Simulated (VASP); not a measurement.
Write the native input for VASP 6.6.1 that does the following.

```yaml
Task: single point
Functional: PBE
Potentials_or_basis: VASP PAW PBE potentials, release 64 (Mn_pv, In_d)
Cutoff: 520 eV
k_mesh: 6 × 6 × 2
Occupations: gaussian, width 0.1 eV
Spin: collinear spin, ferromagnetic start
Starting_moments: "[4.0, 0.0, 0.0, 0.0] μB"
Dipole_correction: no
Further_INCAR_settings: ALGO = Normal; EDIFF = 1e-07; NBANDS = 38
```

The structure of MnIn3 lies in POSCAR:

```
MnIn3
1.0
    5.8764096916      0.0000000000      0.0000000000
   -2.9382048458      5.0891200760      0.0000000000
    0.0000000000      0.0000000000      3.4111640927
Mn In
1 3
Direct
    0.6666666667      0.3333333333      0.5000000000
    0.1666666649      0.8333333351      0.5000000000
    0.1666666649      0.3333333298      0.5000000000
    0.6666666702      0.8333333351      0.5000000000
```

The cell was built from a structure type or drawn by symmetry, and may not be a known phase.

The input as run:

INCAR

```
SYSTEM = MnIn3
PREC = Accurate
ENCUT = 520
EDIFF = 1E-7
ISMEAR = 0
SIGMA = 0.1
LREAL = .FALSE.
LASPH = .TRUE.
NELM = 150
ALGO = Normal
ISIF = 2
LWAVE = .FALSE.
LCHARG = .FALSE.
ISPIN = 2
MAGMOM = 4 0 0 0
LORBIT = 11
LMAXMIX = 4
GGA = PE
NBANDS = 38
```

KPOINTS

```
Automatic mesh
0
G
  6 6 2
  0 0 0
```

Potentials or basis: VASP PAW PBE potentials, release 64 (Mn_pv, In_d).

Launch:

```bash
$ cat potpaw_PBE.64/Mn_pv/POTCAR potpaw_PBE.64/In_d/POTCAR > POTCAR
$ mpirun -np 1 vasp_std > vasp.out
```

It gave:

```json
{"Pressure": "0.1 GPa", "Net moment": "3.75 μB per cell", "Site moments": "Mn +3.90; In -0.06 μB", "Valence electrons inside the program's atomic spheres": "Mn 11.36; In 11.43"}
```

Caveat: the k points lie up to 0.92 Å⁻¹ apart.

It took 70 s on 1 thread of Intel(R) Xeon(R) 6975P-C (Granite Rapids), on a shared host, peak memory 0.32 GiB.
